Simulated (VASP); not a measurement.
# Nb (Im-3m) in VASP: settings compared

Aim: see how the results for Nb move with the level of theory and the settings. Levels: LDA, r2SCAN. Tasks: single point.

Program: VASP 6.6.1. These are calculated values, not measurements. Logs are shortened: lines on timing, memory, paths and dates and some standing lists are left out, and cuts for length are marked.

## (1) The cell of the first run

Symmetry: Im-3m, No. 229, cubic system. The conventional cell has a = 3.350 Å, b = 3.350 Å, c = 3.350 Å, α = 90.00°, β = 90.00°, γ = 90.00°. Within 3.8 Å of Nb (site symmetry m-3m) lie 14 Nb at 2.90 to 3.35 Å.

## (2) Single point, LDA

File INCAR:

```
ALGO = Normal ; EDIFF = 1E-6
ENCUT = 500 ; GGA_COMPAT = F
ISIF = 2 ; ISMEAR = -1
LASPH = T ; LCHARG = F
LREAL = F ; LWAVE = F
NBANDS = 12 ; NELM = 120
PREC = Accurate ; SIGMA = 0.05
```

File KPOINTS:

```
k-points
0
Gamma
  11 11 11
```

File POSCAR:

```
Nb
1.0
   -1.6749698576      1.6749698576      1.6749698576
    1.6749698576     -1.6749698576      1.6749698576
    1.6749698576      1.6749698576     -1.6749698576
Nb
1
Direct
    0.0000000000      0.0000000000      0.0000000000
```

Potentials or basis: VASP PAW LDA potentials, release 64 (Nb_sv).

Started as:

```bash
> cat potpaw_LDA.64/Nb_sv/POTCAR > POTCAR
> mpirun -np 1 vasp_std > vasp.out
```

OUTCAR:

```text
EDIFF = 1E-6
   ENCUT = 500
   ISIF = 2
   ISMEAR = -1
   LASPH = T
   LREAL = F
   NELM = 120
   PREC = Accurate

 ion  position               nearest neighbor table
   1  0.000  0.000  0.000-

  LATTYP: Found a body centered cubic cell.
 ALAT       =     3.3499397152

  Lattice vectors:

 A1 = (  -1.6749698576,   1.6749698576,   1.6749698576)
 A2 = (   1.6749698576,  -1.6749698576,   1.6749698576)
 A3 = (   1.6749698576,   1.6749698576,  -1.6749698576)

Analysis of symmetry for initial positions (statically):
=====================================================================
 Subroutine PRICEL returns:
 Original cell was already a primitive cell.

 Routine SETGRP: Setting up the symmetry group for a
 body centered cubic supercell.

 Subroutine GETGRP returns: Found 48 space group operations
 (whereof 48 operations were pure point group operations)
 out of a pool of 48 trial point group operations.

The static configuration has the point symmetry O_h .

Analysis of symmetry for dynamics (positions and initial velocities):
=====================================================================
 Subroutine PRICEL returns:
 Original cell was already a primitive cell.

 Routine SETGRP: Setting up the symmetry group for a
 body centered cubic supercell.

 Subroutine GETGRP returns: Found 48 space group operations
 (whereof 48 operations were pure point group operations)
 out of a pool of 48 trial point group operations.

The dynamic configuration has the point symmetry O_h .

 Subroutine INISYM returns: Found 48 space group operations
 (whereof 48 operations are pure point group operations),
 and found     1 'primitive' translations

----------------------------------------------------------------------------------------

                                     Primitive cell

  volume of cell :      18.7967

  direct lattice vectors                    reciprocal lattice vectors
    -1.674969858  1.674969858  1.674969858     0.000000000  0.298512835  0.298512835
     1.674969858 -1.674969858  1.674969858     0.298512835  0.000000000  0.298512835
     1.674969858  1.674969858 -1.674969858     0.298512835  0.298512835  0.000000000

  length of vectors
     2.901132895  2.901132895  2.901132895     0.422160899  0.422160899  0.422160899

  position of ions in fractional coordinates (direct lattice)
     0.000000000  0.000000000  0.000000000

  ion indices of the primitive-cell ions
   primitive index   ion index
                 1           1

----------------------------------------------------------------------------------------

 KPOINTS: k-points

Automatic generation of k-mesh.
 Grid dimensions read from file:
 generate k-points for:   11   11   11

 Generating k-lattice:

  Cartesian coordinates                     Fractional coordinates (reciprocal lattice)
     0.000000000  0.027137530  0.027137530     0.090909091  0.000000000  0.000000000
     0.027137530  0.000000000  0.027137530     0.000000000  0.090909091  0.000000000
     0.027137530  0.027137530  0.000000000     0.000000000  0.000000000  0.090909091

  Length of vectors
     0.038378264  0.038378264  0.038378264

  Shift w.r.t. Gamma in fractional coordinates (k-lattice)
     0.000000000  0.000000000  0.000000000

 Subroutine IBZKPT returns following result:
 ===========================================

 Found     56 irreducible k-points:

 Following reciprocal coordinates:
            Coordinates               Weight
  0.000000  0.000000  0.000000      1.000000
  0.090909  0.000000  0.000000     12.000000
  0.181818  0.000000  0.000000     12.000000
  0.272727  0.000000  0.000000     12.000000
  0.363636  0.000000  0.000000     12.000000
  0.454545  0.000000  0.000000     12.000000
[... 16 lines left out ...]
  0.272727  0.181818  0.090909     48.000000
  0.363636  0.181818  0.090909     24.000000
 [... further k-points ...]
   k-points           NKPTS =     56   k-points in BZ     NKDIM =     56   number of bands    NBANDS=     12
   number of dos      NEDOS =    301   number of ions     NIONS =      1
   total plane-waves  NPLWV =  13824
   dimension x,y,z NGX =    24 NGY =   24 NGZ =   24
   dimension x,y,z NGXF=    48 NGYF=   48 NGZF=   48
   ions per type =               1
   NGX,Y,Z   is equivalent  to a cutoff of  13.75, 13.75, 13.75 a.u.
   NGXF,Y,Z  is equivalent  to a cutoff of  27.51, 27.51, 27.51 a.u.
 SYSTEM =  unknown system
   PREC   = accura    normal or accurate (medium, high low for compatibility)
   ISTART =      0    job   : 0-new  1-cont  2-samecut
   ICHARG =      2    charge: 1-file 2-atom 10-const
   ISPIN  =      1    spin polarized calculation?
   LNONCOLLINEAR =      F non collinear calculations
   LSORBIT =      F    spin-orbit coupling
   LASPH  =      T    aspherical Exc in radial PAW
   ENCUT  =  500.0 eV  36.75 Ry    6.06 a.u.   5.29  5.29  5.29*2*pi/ulx,y,z
   NELM   =    120;   NELMIN=  2; NELMDL= -5     # of ELM steps
   EDIFF  = 0.1E-05   stopping-criterion for ELM
   LREAL  =      F    real-space projection
[... 7 lines left out ...]
   TEBEG  =    0.0;   TEEND  =   0.0 temperature during run
   PSTRESS=    0.0 pullay stress
   NELECT =      13.0000    total number of electrons
   NUPDOWN=      -1.0000    fix difference up-down
   EMIN   =  10.00;   EMAX   =-10.00  energy-range for DOS
   EFERMI =   0.00;   METHOD = LEGACY
   ISMEAR =    -1;   SIGMA  =   0.05  broadening in eV -4-tet -1-fermi 0-gaus
   EFERMI_NEDOS =   21; number of points for ismear=-14 and -15
   IALGO  =     38    algorithm
   IMIX   =      4    mixing-type and parameters
     AMIX     =   0.40;   BMIX     =  1.00
     AMIX_MAG =   1.60;   BMIX_MAG =  1.00
  volume/ion in A,a.u.               =      18.80       126.85
  Fermi-wavevector in a.u.,A,eV,Ry     =   1.447757  2.735864 28.517809  2.096000
  Thomas-Fermi vector in A             =   2.565675
   LORBIT       =      0    0 simple, 1 ext, 2 COOP (PROOUT), +10 PAW based schemes
   GGA     = CA    functional components
   LHFCALC =     F    Hartree Fock is set to
   AEXX    =    0.0000 exact exchange contribution
   IVDW    =     0    specifies the selected vdW correction
   LEPSILON=     F    determine dielectric tensor
   LRPA    =     F    only Hartree local field effects (RPA)
 non-spin polarized calculation
  energy-cutoff  :      500.00
  volume of cell :       18.80
 maximum number of plane-waves:       486
 NGX is ok and might be reduce to    24
   NGX = 11   NGY = 11   NGZ = 11

 number of electron      12.9999999 magnetization

 Free energy of the ion-electron system (eV)
  ---------------------------------------------------
  ext. energy  EPLUGINS =         0.00000000
  ---------------------------------------------------
  free energy    TOTEN  =       -11.17292570 eV

  energy without entropy =      -11.15808587  energy(sigma->0) =      -11.16550578

 E-fermi :  10.3595     XC(G=0): -12.4988

 val. band max:       10.3512884566   @ k =  -0.1818   0.1818   0.0909
 cond. band min:      10.4092137259   @ k =   0.0909   0.0909   0.0000
 fundamental gap:      0.0579252693
 Fermi energy:        10.3595267221

 k-point     1 :       0.0000    0.0000    0.0000
  band No.  band energies     occupation
      1     -43.7309      2.00000
      2     -19.2664      2.00000
      3     -19.2664      2.00000
      4     -19.2664      2.00000
      5       4.5599      2.00000
      6      10.7449      0.00090
      7      10.7449      0.00090
      8      10.7449      0.00090
      9      13.5050      0.00000
     10      13.5050      0.00000
     11      24.5260      0.00000
     12      24.5260      0.00000

 k-point     2 :       0.0909    0.0000    0.0000
  band No.  band energies     occupation
      1     -43.7144      2.00000
      2     -19.3688      2.00000
      3     -19.2979      2.00000
      4     -19.2672      2.00000
      5       4.8816      2.00000
      6      10.5536      0.04043
      7      10.6932      0.00252
      8      11.0536      0.00000
      9      13.2381      0.00000
     10      13.5088      0.00000
     11      24.7696      0.00000
     12      25.0833      0.00000

 k-point     3 :       0.1818    0.0000    0.0000
  band No.  band energies     occupation
      1     -43.6699      2.00000
      2     -19.6369      2.00000
      3     -19.3812      2.00000
      4     -19.2692      2.00000
      5       5.7283      2.00000
      6      10.0850      1.99179
      7      10.4529      0.26783
      8      11.9489      0.00000
      9      12.9426      0.00000
     10      13.5545      0.00000
     11      25.0397      0.00000
     12      26.2485      0.00000
[... 286 lines left out ...]
 k-point    23 :       0.2727    0.1818    0.0909
  band No.  band energies     occupation
      1     -43.5202      2.00000
      2     -20.2559      2.00000
      3     -19.7331      2.00000
      4     -19.4571      2.00000
      5       8.1819      2.00000
      6       8.9589      2.00000
      7      10.1291      1.98025
      8      13.7450      0.00000
      9      14.1733      0.00000
     10      18.1778      0.00000
     11      21.3624      0.00000
     12      23.3082      0.00000

 k-point    24 :       0.3636    0.1818    0.0909
  band No.  band energies     occupation
      1     -43.5082      2.00000
      2     -20.2604      2.00000
      3     -19.8127      2.00000
      4     -19.4655      2.00000
      5       8.1007      2.00000
      6       8.9048      2.00000
      7      10.6745      0.00367
      8      13.8570      0.00000
      9      14.2361      0.00000
     10      19.0609      0.00000
     11      20.2857      0.00000
     12      22.7566      0.00000

 [... further k-points ...]

------------------------ aborting loop because EDIFF is reached ----------------------------------------

  FORCE on cell =-STRESS in cart. coord.  units (eV):
  Direction    XX          YY          ZZ          XY          YZ          ZX
  --------------------------------------------------------------------------------------
  -------------------------------------------------------------------------------------
  Total       -1.7053099     -1.7053099     -1.7053099      0.0000000     -0.0000000     -0.0000000
  in kB     -145.3559841   -145.3559841   -145.3559841      0.0000000     -0.0000000     -0.0000000
  external PRESSURE =    -145.3559841 kB  Pullay stress =       0.0000000 kB

 VOLUME and BASIS-vectors are now :
 -----------------------------------------------------------------------------
  energy-cutoff  :      500.00
  volume of cell :       18.80
      direct lattice vectors                 reciprocal lattice vectors
    -1.674969858  1.674969858  1.674969858     0.000000000  0.298512835  0.298512835
     1.674969858 -1.674969858  1.674969858     0.298512835  0.000000000  0.298512835
     1.674969858  1.674969858 -1.674969858     0.298512835  0.298512835  0.000000000

 POSITION                                       TOTAL-FORCE (eV/Angst)
 -----------------------------------------------------------------------------------
      0.00000      0.00000      0.00000         0.000000     -0.000000      0.000000
 -----------------------------------------------------------------------------------
    total drift:                                0.000000      0.000000      0.000000

  FREE ENERGIE OF THE ION-ELECTRON SYSTEM (eV)
  ---------------------------------------------------
  free  energy   TOTEN  =       -11.1729256967 eV

  energy  without entropy=      -11.1580858685  energy(sigma->0) =      -11.16550578
```

Run time: 7.1 s. Hardware: 1 thread of AMD EPYC 9R45 (Zen 5), shared host; peak memory 0.1 GiB.

Results:

- Free energy: -11.1729 eV
- Pressure: -14.5 GPa
- Band gap on the k mesh: zero (an odd number of electrons rules out a gap without spin polarisation)

Levels at points of the mesh, in eV from the Fermi level:
| k point | band 2 | band 3 | band 4 | band 5 | band 6 | band 7 | band 8 | band 9 | band 10 | band 11 |
| --- | --- | --- | --- | --- | --- | --- | --- | --- | --- | --- |
| (0.00, 0.00, 0.00) | -29.63 | -29.63 | -29.63 | -5.80 | 0.39 | 0.39 | 0.39 | 3.15 | 3.15 | 14.17 |

Caveat: the cell stands under tension.

## (3) Single point, LDA

This run uses another cell than the first one, of 19.17 Å³/atom.

File INCAR:

```
SYSTEM = Nb
ALGO = Normal
EDIFF = 1E-6
ENCUT = 500
GGA_COMPAT = .False.
ISIF = 2
ISMEAR = -1
LASPH = .True.
LCHARG = .False.
LREAL = .False.
LWAVE = .False.
NBANDS = 12
NELM = 120
PREC = Accurate
SIGMA = 0.05
```

File KPOINTS:

```
k-points
0
Gamma
  11 11 11
  0 0 0
```

File POSCAR:

```
Nb
1.0
   -1.6858465900      1.6858465900      1.6858465900
    1.6858465900     -1.6858465900      1.6858465900
    1.6858465900      1.6858465900     -1.6858465900
Nb
1
Direct
    0.0000000000      0.0000000000      0.0000000000
```

Potentials or basis: VASP PAW LDA potentials, release 64 (Nb_sv).

Started as:

```bash
> cat potpaw_LDA.64/Nb_sv/POTCAR > POTCAR
> mpirun -np 1 vasp_std > vasp.out
```

Wall time 7.2 s (1 thread of AMD EPYC 9R45 (Zen 5), shared host); peak memory 0.1 GiB.

It converged, with:

- Free energy: -11.1369 eV
- Pressure: -17.1 GPa
- Band gap on the k mesh: zero (an odd number of electrons rules out a gap without spin polarisation)

Levels at points of the mesh, in eV from the Fermi level:
```csv
k point,band 2,band 3,band 4,band 5,band 6,band 7,band 8,band 9,band 10,band 11
"(0.00, 0.00, 0.00)",-29.69,-29.69,-29.69,-5.76,0.38,0.38,0.38,3.08,3.08,14.11
```

Caveat: the cell stands under tension.

## (4) Single point, LDA

This run uses another cell than the first one, of 19.53 Å³/atom.

File INCAR:

```
SYSTEM = Nb
ALGO = Normal ; EDIFF = 1E-6
ENCUT = 500 ; GGA = CA
GGA_COMPAT = .False. ; ISIF = 2
ISMEAR = -1 ; LASPH = .True.
LCHARG = .True. ; LELF = .True.
LREAL = .False. ; LVHAR = .True.
LWAVE = .False. ; NBANDS = 12
NELM = 120 ; PREC = Accurate
SIGMA = 0.05
```

KPOINTS is that of step 3.

File POSCAR:

```
Nb
1.0
   -1.6965847559      1.6965847559      1.6965847559
    1.6965847559     -1.6965847559      1.6965847559
    1.6965847559      1.6965847559     -1.6965847559
Nb
1
Direct
    0.0000000000      0.0000000000      0.0000000000
```

Potentials or basis: VASP PAW LDA potentials, release 64 (Nb_sv).

Started as:

```bash
> cat potpaw_LDA.64/Nb_sv/POTCAR > POTCAR
> mpirun -np 1 vasp_std > vasp.out
```

OUTCAR:

```text
SYSTEM = Nb
   EDIFF = 1E-6
   ENCUT = 500
   GGA = CA
   ISIF = 2
   ISMEAR = -1
   LASPH = .True.
   LREAL = .False.
   NELM = 120
   PREC = Accurate

 ion  position               nearest neighbor table
   1  0.000  0.000  0.000-

  LATTYP: Found a body centered cubic cell.
 ALAT       =     3.3931695118

  Lattice vectors:

 A1 = (  -1.6965847559,   1.6965847559,   1.6965847559)
 A2 = (   1.6965847559,  -1.6965847559,   1.6965847559)
[... 539 lines left out ...]
     12      21.8969      0.00000

 [... further k-points ...]

------------------------ aborting loop because EDIFF is reached ----------------------------------------

  FORCE on cell =-STRESS in cart. coord.  units (eV):
  Direction    XX          YY          ZZ          XY          YZ          ZX
  --------------------------------------------------------------------------------------
  -------------------------------------------------------------------------------------
  Total       -2.3659864     -2.3659864     -2.3659864      0.0000000      0.0000000      0.0000000
  in kB     -194.0600585   -194.0600585   -194.0600585      0.0000000      0.0000000      0.0000000
  external PRESSURE =    -194.0600585 kB  Pullay stress =       0.0000000 kB

 VOLUME and BASIS-vectors are now :
 -----------------------------------------------------------------------------
  energy-cutoff  :      500.00
  volume of cell :       19.53
      direct lattice vectors                 reciprocal lattice vectors
    -1.696584756  1.696584756  1.696584756     0.000000000  0.294709709  0.294709709
     1.696584756 -1.696584756  1.696584756     0.294709709  0.000000000  0.294709709
     1.696584756  1.696584756 -1.696584756     0.294709709  0.294709709  0.000000000

 POSITION                                       TOTAL-FORCE (eV/Angst)
 -----------------------------------------------------------------------------------
      0.00000      0.00000      0.00000         0.000000     -0.000000      0.000000
 -----------------------------------------------------------------------------------
    total drift:                               -0.000000      0.000000      0.000000

  FREE ENERGIE OF THE ION-ELECTRON SYSTEM (eV)
  ---------------------------------------------------
  free  energy   TOTEN  =       -11.0952922512 eV

  energy  without entropy=      -11.0807866492  energy(sigma->0) =      -11.08803945
```

Wall time 7.9 s (1 thread of AMD EPYC 9R45 (Zen 5), shared host); peak memory 0.1 GiB.

What came out:

| Property | Result |
| --- | --- |
| Free energy | -11.0953 eV |
| Pressure | -19.4 GPa |
| Band gap on the k mesh | zero (an odd number of electrons rules out a gap without spin polarisation) |

Levels at points of the mesh, in eV from the Fermi level:
| k point | band 4 | band 5 | band 6 | band 7 | band 8 | band 9 |
| --- | --- | --- | --- | --- | --- | --- |
| (0.00, 0.00, 0.00) | -29.76 | -5.73 | 0.38 | 0.38 | 0.38 | 3.02 |

Caveat: the cell stands under tension.

## (5) Single point, r2SCAN

This run uses another cell than the first one, of 18.06 Å³/atom.

File POSCAR:

```
Nb
1.0
   -1.6527822138      1.6527822138      1.6527822138
    1.6527822138     -1.6527822138      1.6527822138
    1.6527822138      1.6527822138     -1.6527822138
Nb
1
Direct
    0.0000000000      0.0000000000      0.0000000000
```

File INCAR.step1:

```
PREC = Accurate ; ENCUT = 550
ISMEAR = -1 ; SIGMA = 0.05
LREAL = F ; LASPH = T
NELM = 120 ; NBANDS = 12
GGA = PE ; ALGO = Normal
EDIFF = 1E-5 ; LWAVE = T
LCHARG = F ; GGA_COMPAT = F
```

File INCAR.step2:

```
PREC = Accurate ; ENCUT = 550
EDIFF = 1E-6 ; ISMEAR = -1
SIGMA = 0.05 ; LREAL = F
LASPH = T ; NELM = 120
ALGO = Normal ; ISIF = 2
LWAVE = F ; LCHARG = F
METAGGA = R2SCAN ; LMIXTAU = T
NBANDS = 12 ; ISTART = 1
GGA_COMPAT = F
```

File KPOINTS:

```
Automatic mesh
0
Gamma
  11 11 11
```

Potentials or basis: VASP PAW PBE potentials, release 64 (Nb_sv).

Started as:

```bash
> cat potpaw_PBE.64/Nb_sv/POTCAR > POTCAR
> cp INCAR.step1 INCAR
> mpirun -np 1 vasp_std > vasp.out
> cp INCAR.step2 INCAR
> mpirun -np 1 vasp_std > vasp.out
```

Wall time 27 s (1 thread of AMD EPYC 9R45 (Zen 5), shared host); peak memory 0.12 GiB.

Results (log left out):

- Free energy: -24.8423 eV
- Pressure: 0.2 GPa
- Band gap on the k mesh: zero (an odd number of electrons rules out a gap without spin polarisation)

Levels at points of the mesh, in eV from the Fermi level:
| k point | band 3 | band 4 | band 5 | band 6 | band 7 | band 8 | band 9 | band 10 |
| --- | --- | --- | --- | --- | --- | --- | --- | --- |
| (0.00, 0.00, 0.00) | -30.68 | -30.68 | -6.25 | 0.47 | 0.47 | 0.47 | 3.59 | 3.59 |

Caveat: the PAW data sets were made with another functional, which shifts forces and pressure a little.

## (6) Summary

```csv
level,potentials or basis,cell,cutoff (eV),gap on the mesh (eV),pressure (GPa)
LDA,"VASP PAW LDA potentials, release 64 (Nb_sv)","a = 2.901 Å, angles 109.5°, 1 atom",500,none,-14.5
LDA,"VASP PAW LDA potentials, release 64 (Nb_sv)","a = 2.920 Å, angles 109.5°, 1 atom",500,none,-17.1
LDA,"VASP PAW LDA potentials, release 64 (Nb_sv)","a = 2.939 Å, angles 109.5°, 1 atom",500,none,-19.4
r2SCAN,"VASP PAW PBE potentials, release 64 (Nb_sv)","a = 2.863 Å, angles 109.5°, 1 atom",550,none,0.2
```

Alike in all rows: task single point; no spin polarisation; k mesh 11 × 11 × 11; smearing fermi-dirac 0.05 eV.

Caveats: the cell stands under tension (at least some runs); the PAW data sets were made with another functional, which shifts forces and pressure a little (at least some runs).

Total energies depend on the potentials used, so only differences within one code and one set of settings carry meaning.
